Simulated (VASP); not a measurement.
O, 12 atoms in the cell. The cell holds an amorphous packing of atoms, 12 atoms: a = 7.157 Å, b = 7.157 Å, c = 7.157 Å, α = 90.00°, β = 90.00°, γ = 90.00°. 

- Program: VASP 6.6.1
- Task: single point
- Functional: PBE
- Potentials or basis: VASP PAW PBE potentials, release 64 (O)
- Cutoff: 520 eV
- k mesh: 1 × 1 × 1
- Occupations: fermi-dirac, width 0.02 eV
- Spin: collinear spin, ferromagnetic start
- Starting moments: [0.56, 0.56, 0.56, 0.56, 0.56, 0.56, 0.56, 0.56, 0.56, 0.56, 0.56, 0.56] μB
- Dipole correction: no
- Further INCAR settings: ALGO = Normal; EDIFF = 1e-06; NBANDS = 52

Potentials or basis: VASP PAW PBE potentials, release 64 (O).

The run is started by

```sh
$ cat potpaw_PBE.64/O/POTCAR > POTCAR
$ mpirun -np 1 vasp_gam > vasp.out
```

Hardware: 1 thread of Intel(R) Xeon(R) Platinum 8259CL CPU @ 2.50GHz (Skylake/Cascade Lake), with other jobs on the host.

Task: Estimate the wall time of this run.

Result: Run time: 71 s on 1 thread of Intel(R) Xeon(R) Platinum 8259CL CPU @ 2.50GHz (Skylake/Cascade Lake) (shared host), peak memory 0.47 GiB. Counts: scf iterations 17, k points 1.
